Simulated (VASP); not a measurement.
Runs of VASP 6.6.1 on SnTe. The structure is that of space group I4/mmm (No. 139), or close to it. The cells are those of the table. 

```tsv
cell	gap on the mesh (eV)	pressure (GPa)
a = 4.470, b = 4.470, c = 4.687 Å, angles 58.4, 58.4, 63.2°, 2 atoms	0.24	-1.1
a = 4.523, b = 4.523, c = 4.687 Å, angles 58.8, 58.8, 62.4°, 2 atoms	0.14	(b)
a = 4.523, b = 4.523, c = 4.352 Å, angles 61.2, 61.2, 57.5°, 2 atoms	0.05	0.2
a = 4.411, b = 4.411, c = 4.576 Å, angles 58.8, 58.8, 62.5°, 2 atoms	0.25	(a)
a = 4.465, b = 4.465, c = 4.576 Å, angles 59.2, 59.2, 61.6°, 2 atoms	0.18	(c)
a = 4.577, b = 4.577, c = 4.687 Å, angles 59.2, 59.2, 61.6°, 2 atoms	0.05	-3.8
```

Alike in all rows: task single point; level PBEsol; potentials or basis VASP PAW PBE potentials, release 64 (Sn_d, Te); no spin polarisation; k mesh 10 × 10 × 10; cutoff (eV) 500; smearing gaussian 0.03 eV.

Task: Estimate the missing entries.

Result: (a) 0.4; (b) -2.7; (c) -1.3.

Caveats: semilocal functionals underestimate gaps, and a narrow one can read as zero; the PAW data sets were made with another functional, which shifts forces and pressure a little; spin-orbit coupling is left out, which moves the levels of the heavy elements; the stress differs along the axes, from -5 to 3 GPa (at least some runs); the stress differs along the axes, from -5 to 7 GPa (at least some runs); the stress differs along the axes, from -3 to 8 GPa (at least some runs); the stress differs along the axes, from -3 to 3 GPa (at least some runs).

A k mesh can miss the band edges, and the runs leave out spin-orbit coupling on Sn, Te.
